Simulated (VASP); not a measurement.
# TiO2 (P4_2/mnm) in VASP: a series of runs

Runs on TiO2. Level: PBE+D4. Tasks: single point.

All numbers are computed with VASP 6.6.1; they aren't measurements. Logs are shortened: lines on timing, memory, paths and dates and some standing lists are left out, and cuts for length are marked.

## (1) The cell of the first run

Symmetry: P4_2/mnm, No. 136, tetragonal system. Conventional cell: a = 4.569 Å, b = 4.569 Å, c = 2.939 Å, α = 90.00°, β = 90.00°, γ = 90.00°. Within 2.6 Å of Ti (site symmetry mmm) lie 6 O at 1.94 to 1.97 Å. O (site symmetry m2m) has 3 Ti at 1.94 to 1.97 Å and 1 O at 2.53 Å within 2.6 Å.

## (2) Single point, PBE+D4

Input file INCAR:

```
ALGO     = Normal         # electronic algorithm
EDIFF    = 1E-6           # SCF threshold, eV
ENCUT    = 520            # plane-wave cutoff, eV
GGA      = PE             # functional
ISIF     = 2              # what is computed and relaxed
ISMEAR   = -1             # smearing method
IVDW     = 13             # dispersion correction
LASPH    = T              # aspherical terms in the spheres
LCHARG   = T              # write CHGCAR
LELF     = T              # ELF
LREAL    = F              # projectors in reciprocal space
LVHAR    = T            
LWAVE    = F              # write WAVECAR
NBANDS   = 33             # bands
NELM     = 60             # most SCF steps
PREC     = Accurate       # precision mode
SIGMA    = 0.05           # smearing width, eV
```

Input file KPOINTS:

```
k-points
0
Gamma
  6 6 9
```

Input file POSCAR:

```
TiO2
1.0
    4.5689650023      0.0000000000      0.0000000000
    0.0000000000      4.5689650023      0.0000000000
    0.0000000000      0.0000000000      2.9393524679
Ti O
2 4
Direct
    0.0000000000      0.0000000000      0.5000000000
    0.5000000000      0.5000000000      0.0000000000
    0.3043213200      0.3043213200      0.5000000000
    0.1956786800      0.8043213200      0.0000000000
    0.8043213200      0.1956786800      0.0000000000
    0.6956786800      0.6956786800      0.5000000000
```

Potentials or basis: VASP PAW PBE potentials, release 64 (Ti_sv, O).

The run is started by

```console
$ cat potpaw_PBE.64/Ti_sv/POTCAR potpaw_PBE.64/O/POTCAR > POTCAR
$ mpirun -np 1 vasp_std > vasp.out
```

OUTCAR:

```text
EDIFF = 1E-6
   ENCUT = 520
   GGA = PE
   ISIF = 2
   ISMEAR = -1
   IVDW = 13
   LASPH = T
   LREAL = F
   NELM = 60
   PREC = Accurate

 ion  position               nearest neighbor table
   1  0.000  0.000  0.500-   4 1.94   5 1.94   4 1.94   5 1.94   3 1.97   6 1.97
   2  0.500  0.500  0.000-   3 1.94   6 1.94   3 1.94   6 1.94   5 1.97   4 1.97
   3  0.304  0.304  0.500-   2 1.94   2 1.94   1 1.97
   4  0.196  0.804  0.000-   1 1.94   1 1.94   2 1.97
   5  0.804  0.196  0.000-   1 1.94   1 1.94   2 1.97
   6  0.696  0.696  0.500-   2 1.94   2 1.94   1 1.97

  LATTYP: Found a simple tetragonal cell.
 ALAT       =     4.5689650023
 C/A-ratio  =     0.6433300466

  Lattice vectors:

 A1 = (   4.5689650023,   0.0000000000,   0.0000000000)
 A2 = (   0.0000000000,   4.5689650023,   0.0000000000)
 A3 = (   0.0000000000,   0.0000000000,   2.9393524679)

Analysis of symmetry for initial positions (statically):
=====================================================================
 Subroutine PRICEL returns:
 Original cell was already a primitive cell.

 Routine SETGRP: Setting up the symmetry group for a
 simple tetragonal supercell.

 Subroutine GETGRP returns: Found 16 space group operations
 (whereof  8 operations were pure point group operations)
 out of a pool of 16 trial point group operations.

The static configuration has the point symmetry D_2h.
 The point group associated with its full space group is D_4h.

Analysis of symmetry for dynamics (positions and initial velocities):
=====================================================================
 Subroutine PRICEL returns:
 Original cell was already a primitive cell.

 Routine SETGRP: Setting up the symmetry group for a
 simple tetragonal supercell.

 Subroutine GETGRP returns: Found 16 space group operations
 (whereof  8 operations were pure point group operations)
 out of a pool of 16 trial point group operations.

The dynamic configuration has the point symmetry D_2h.
 The point group associated with its full space group is D_4h.

 Subroutine INISYM returns: Found 16 space group operations
 (whereof  8 operations are pure point group operations),
 and found     1 'primitive' translations

----------------------------------------------------------------------------------------

                                     Primitive cell

  volume of cell :      61.3603

  direct lattice vectors                    reciprocal lattice vectors
     4.568965002  0.000000000  0.000000000     0.218867949  0.000000000  0.000000000
     0.000000000  4.568965002  0.000000000     0.000000000  0.218867949  0.000000000
     0.000000000  0.000000000  2.939352468     0.000000000  0.000000000  0.340210986

  length of vectors
     4.568965002  4.568965002  2.939352468     0.218867949  0.218867949  0.340210986

  position of ions in fractional coordinates (direct lattice)
     0.000000000  0.000000000  0.500000000
     0.500000000  0.500000000  0.000000000
     0.304321320  0.304321320  0.500000000
     0.195678680  0.804321320  0.000000000
     0.804321320  0.195678680  0.000000000
     0.695678680  0.695678680  0.500000000

  ion indices of the primitive-cell ions
   primitive index   ion index
                 1           1
                 2           2
                 3           3
                 4           4
                 5           5
                 6           6

----------------------------------------------------------------------------------------

 KPOINTS: k-points

Automatic generation of k-mesh.
 Grid dimensions read from file:
 generate k-points for:    6    6    9

 Generating k-lattice:

  Cartesian coordinates                     Fractional coordinates (reciprocal lattice)
     0.036477992  0.000000000  0.000000000     0.166666667  0.000000000  0.000000000
     0.000000000  0.036477992  0.000000000     0.000000000  0.166666667  0.000000000
     0.000000000  0.000000000  0.037801221     0.000000000  0.000000000  0.111111111

  Length of vectors
     0.036477992  0.036477992  0.037801221

  Shift w.r.t. Gamma in fractional coordinates (k-lattice)
     0.000000000  0.000000000  0.000000000

 Subroutine IBZKPT returns following result:
 ===========================================

 Found     50 irreducible k-points:

 Following reciprocal coordinates:
            Coordinates               Weight
  0.000000  0.000000  0.000000      1.000000
  0.166667  0.000000  0.000000      4.000000
  0.333333  0.000000  0.000000      4.000000
  0.500000  0.000000  0.000000      2.000000
  0.166667  0.166667  0.000000      4.000000
  0.333333  0.166667  0.000000      8.000000
[... 16 lines left out ...]
  0.333333  0.000000  0.222222      8.000000
  0.500000  0.000000  0.222222      4.000000
 [... further k-points ...]
   k-points           NKPTS =     50   k-points in BZ     NKDIM =     50   number of bands    NBANDS=     33
   number of dos      NEDOS =    301   number of ions     NIONS =      6
   total plane-waves  NPLWV =  31104
   dimension x,y,z NGX =    36 NGY =   36 NGZ =   24
   dimension x,y,z NGXF=    72 NGYF=   72 NGZF=   48
   ions per type =               2   4
   NGX,Y,Z   is equivalent  to a cutoff of  13.10, 13.10, 13.57 a.u.
   NGXF,Y,Z  is equivalent  to a cutoff of  26.20, 26.20, 27.15 a.u.
 SYSTEM =  unknown system
   PREC   = accura    normal or accurate (medium, high low for compatibility)
   ISTART =      0    job   : 0-new  1-cont  2-samecut
   ICHARG =      2    charge: 1-file 2-atom 10-const
   ISPIN  =      1    spin polarized calculation?
   LNONCOLLINEAR =      F non collinear calculations
   LSORBIT =      F    spin-orbit coupling
   LASPH  =      T    aspherical Exc in radial PAW
   ENCUT  =  520.0 eV  38.22 Ry    6.18 a.u.   8.50  8.50  5.47*2*pi/ulx,y,z
   NELM   =     60;   NELMIN=  2; NELMDL= -5     # of ELM steps
   EDIFF  = 0.1E-05   stopping-criterion for ELM
   LREAL  =      F    real-space projection
   EDIFFG = 0.1E-04   stopping-criterion for IOM
   NSW    =      0    number of steps for IOM
   IBRION =     -1    ionic relax: 0-MD 1-quasi-New 2-CG
   NFREE  =      0    steps in history (QN), initial steepest desc. (CG)
   ISIF   =      2    stress and relaxation
   ISYM   =      2    0-nonsym 1-usesym 2-fastsym
   POTIM  = 0.5000    time-step for ionic-motion
   TEBEG  =    0.0;   TEEND  =   0.0 temperature during run
   PSTRESS=    0.0 pullay stress
   NELECT =      48.0000    total number of electrons
   NUPDOWN=      -1.0000    fix difference up-down
   EMIN   =  10.00;   EMAX   =-10.00  energy-range for DOS
   EFERMI =   0.00;   METHOD = LEGACY
   ISMEAR =    -1;   SIGMA  =   0.05  broadening in eV -4-tet -1-fermi 0-gaus
   EFERMI_NEDOS =   21; number of points for ismear=-14 and -15
   IALGO  =     38    algorithm
   IMIX   =      4    mixing-type and parameters
     AMIX     =   0.40;   BMIX     =  1.00
     AMIX_MAG =   1.60;   BMIX_MAG =  1.00
  volume/ion in A,a.u.               =      10.23        69.01
  Fermi-wavevector in a.u.,A,eV,Ry     =   1.508433  2.850526 30.958305  2.275371
  Thomas-Fermi vector in A             =   2.618888
   LORBIT       =      0    0 simple, 1 ext, 2 COOP (PROOUT), +10 PAW based schemes
   GGA     = PE    functional components
   LHFCALC =     F    Hartree Fock is set to
   AEXX    =    0.0000 exact exchange contribution
   IVDW    =    13    specifies the selected vdW correction
   LEPSILON=     F    determine dielectric tensor
   LRPA    =     F    only Hartree local field effects (RPA)
 non-spin polarized calculation
  energy-cutoff  :      520.00
  volume of cell :       61.36
 maximum number of plane-waves:      1667
 NGX is ok and might be reduce to    36
   NGX = 17   NGY = 17   NGZ = 11

 number of electron      48.0000013 magnetization

 Free energy of the ion-electron system (eV)
  ---------------------------------------------------
  ext. energy  EPLUGINS =         0.00000000
  ---------------------------------------------------
  free energy    TOTEN  =       -53.59167381 eV

  energy without entropy =      -53.59167381  energy(sigma->0) =      -53.59167381

 E-fermi :   5.9678     XC(G=0): -11.5057

 val. band max:        5.0379822446   @ k =   0.0000   0.0000   0.0000
 cond. band min:       6.9259428803   @ k =   0.0000   0.0000   0.0000
 fundamental gap:      1.8879606358
 Fermi energy:         5.9677663971

 k-point     1 :       0.0000    0.0000    0.0000
  band No.  band energies     occupation
      1     -51.8316      2.00000
      2     -51.8128      2.00000
      3     -28.1572      2.00000
      4     -28.1572      2.00000
      5     -27.9796      2.00000
      6     -27.9796      2.00000
[... 25 lines left out ...]
     32      11.7748      0.00000
     33      11.7754      0.00000

 k-point     2 :       0.1667    0.0000    0.0000
  band No.  band energies     occupation
      1     -51.8303      2.00000
      2     -51.8140      2.00000
      3     -28.1476      2.00000
      4     -28.1467      2.00000
      5     -27.9914      2.00000
      6     -27.9904      2.00000
[... 25 lines left out ...]
     32      11.6772      0.00000
     33      11.6978      0.00000

 k-point     3 :       0.3333    0.0000    0.0000
  band No.  band energies     occupation
      1     -51.8269      2.00000
      2     -51.8175      2.00000
      3     -28.1219      2.00000
      4     -28.1194      2.00000
      5     -28.0210      2.00000
      6     -28.0185      2.00000
[... 25 lines left out ...]
     32      11.4814      0.00000
     33      11.5213      0.00000

 k-point     4 :       0.5000    0.0000    0.0000
  band No.  band energies     occupation
      1     -51.8222      2.00000
      2     -51.8222      2.00000
      3     -28.0985      2.00000
      4     -28.0985      2.00000
      5     -28.0431      2.00000
      6     -28.0431      2.00000
[... 25 lines left out ...]
     32      11.2737      0.00000
     33      11.4012      0.00000

 k-point     5 :       0.1667    0.1667    0.0000
  band No.  band energies     occupation
      1     -51.8293      2.00000
      2     -51.8151      2.00000
      3     -28.1607      2.00000
      4     -28.1179      2.00000
      5     -28.0219      2.00000
      6     -27.9775      2.00000
[... 604 lines left out ...]
 k-point    22 :       0.1667    0.0000    0.2222
  band No.  band energies     occupation
      1     -51.8104      2.00000
      2     -51.7979      2.00000
      3     -28.1399      2.00000
      4     -28.1146      2.00000
      5     -28.0920      2.00000
      6     -28.0865      2.00000
[... 25 lines left out ...]
     32      10.9886      0.00000
     33      11.2364      0.00000

 k-point    23 :       0.3333    0.0000    0.2222
  band No.  band energies     occupation
      1     -51.8078      2.00000
      2     -51.8005      2.00000
      3     -28.1452      2.00000
      4     -28.1276      2.00000
      5     -28.0705      2.00000
      6     -28.0591      2.00000
[... 25 lines left out ...]
     32      10.5693      0.00000
     33      11.3105      0.00000

 k-point    24 :       0.5000    0.0000    0.2222
  band No.  band energies     occupation
      1     -51.8041      2.00000
      2     -51.8041      2.00000
      3     -28.1399      2.00000
      4     -28.1399      2.00000
      5     -28.0489      2.00000
      6     -28.0489      2.00000
[... 25 lines left out ...]
     32      10.3936      0.00000
     33      11.7385      0.00000

 [... further k-points ...]

------------------------ aborting loop because EDIFF is reached ----------------------------------------

  DFT-D4 for vdW energy calculation

  Edisp (eV):   -1.27098

  FORCE on cell =-STRESS in cart. coord.  units (eV):
  Direction    XX          YY          ZZ          XY          YZ          ZX
  --------------------------------------------------------------------------------------
  -------------------------------------------------------------------------------------
  Total       2.13981     2.13981     2.43782    -0.00000     0.00000     0.00000
  in kB      55.87250    55.87250    63.65381    -0.00000     0.00000     0.00000
  external pressure =       58.47 kB  Pullay stress =        0.00 kB

 VOLUME and BASIS-vectors are now :
 -----------------------------------------------------------------------------
  energy-cutoff  :      520.00
  volume of cell :       61.36
      direct lattice vectors                 reciprocal lattice vectors
     4.568965002  0.000000000  0.000000000     0.218867949  0.000000000  0.000000000
     0.000000000  4.568965002  0.000000000     0.000000000  0.218867949  0.000000000
     0.000000000  0.000000000  2.939352468     0.000000000  0.000000000  0.340210986

 POSITION                                       TOTAL-FORCE (eV/Angst)
 -----------------------------------------------------------------------------------
      0.00000      0.00000      1.46968        -0.000000      0.000000     -0.000000
      2.28448      2.28448      0.00000        -0.000000      0.000000     -0.000000
      1.39043      1.39043      1.46968        -0.069517     -0.069517     -0.000000
      0.89405      3.67492      0.00000         0.069517     -0.069517     -0.000000
      3.67492      0.89405      0.00000        -0.069517      0.069517      0.000000
      3.17853      3.17853      1.46968         0.069517      0.069517      0.000000
 -----------------------------------------------------------------------------------
    total drift:                                0.000000      0.000000      0.000000

  FREE ENERGIE OF THE ION-ELECTRON SYSTEM (eV)
  ---------------------------------------------------
  free  energy   TOTEN  =       -54.8626565574 eV

  energy  without entropy=      -54.8626565571  energy(sigma->0) =      -54.86265656
```

Wall time 42 s (1 thread of Intel Xeon 6975P-C (Granite Rapids), shared host); peak memory 0.22 GiB.

Results:

- Free energy: -54.8627 eV
- Pressure: 5.8 GPa
- Largest force: 0.098 eV/Å
- Band gap on the k mesh: 1.89 eV
- Dispersion energy per atom: -0.212 eV

Forces on the atoms (eV/Å):
```
Ti   0.000  0.000  0.000
Ti   0.000  0.000  0.000
O   -0.070 -0.070  0.000
O    0.070 -0.070  0.000
O   -0.070  0.070  0.000
O    0.070  0.070  0.000
```

Caveat: the cell stands under pressure; an odd mesh through Γ misses points on the zone boundary, where band edges can lie.

## (3) Single point, PBE+D4

This run uses another cell than the first one, of 10.44 Å³/atom.

Input file INCAR:

```
PREC = Accurate ; ENCUT = 520
EDIFF = 1E-6 ; ISMEAR = -1
SIGMA = 0.05 ; LREAL = F
LASPH = T ; NELM = 80
ALGO = Normal ; ISIF = 2
LWAVE = F ; LCHARG = T
GGA = PE ; IVDW = 13
LELF = T ; LVHAR = T
NBANDS = 33
```

Input file KPOINTS:

```
regular mesh
0
Gamma
  6 6 9
```

Changes to POSCAR since step 2:

```diff
@@ -2,5 +2,5 @@
 1.0
-    4.5689650023      0.0000000000      0.0000000000
-    0.0000000000      4.5689650023      0.0000000000
-    0.0000000000      0.0000000000      2.9393524679
+    4.5998373239      0.0000000000      0.0000000000
+    0.0000000000      4.5998373239      0.0000000000
+    0.0000000000      0.0000000000      2.9592135600
 Ti O
```

Potentials or basis: VASP PAW PBE potentials, release 64 (Ti_sv, O).

The run is started by

```console
$ cat potpaw_PBE.64/Ti_sv/POTCAR potpaw_PBE.64/O/POTCAR > POTCAR
$ mpirun -np 1 vasp_std > vasp.out
```

Wall time 48 s (1 thread of Intel Xeon 6975P-C (Granite Rapids), shared host); peak memory 0.22 GiB.

It converged, with:

```
Free energy                : -54.8910 eV
Pressure                   : 0.9 GPa
Band gap on the k mesh     : 1.84 eV
Dispersion energy per atom : -0.206 eV
```

Forces in eV/Å, atoms in the order of the input:
```
Ti   0.000  0.000  0.000
Ti   0.000  0.000  0.000
O   -0.001 -0.001  0.000
O    0.001 -0.001  0.000
O   -0.001  0.001  0.000
O    0.001  0.001  0.000
```

Stress tensor (GPa, compression positive):
```
1.06 0.00 0.00
0.00 1.06 0.00
0.00 0.00 0.56
```

Levels at points of the mesh, in eV from the valence-band top:
| k point | band 22 | band 23 | band 24 | band 25 | band 26 | band 27 |
| --- | --- | --- | --- | --- | --- | --- |
| (0.00, 0.00, 0.00) | -0.46 | -0.46 | 0.00 | 1.84 | 2.13 | 2.37 |
| (0.50, 0.00, 0.00) | -1.65 | -0.74 | -0.74 | 2.50 | 2.50 | 3.00 |
| (0.50, 0.50, 0.00) | -1.31 | -1.08 | -1.08 | 1.87 | 1.87 | 2.49 |

Caveat: an odd mesh through Γ misses points on the zone boundary, where band edges can lie.
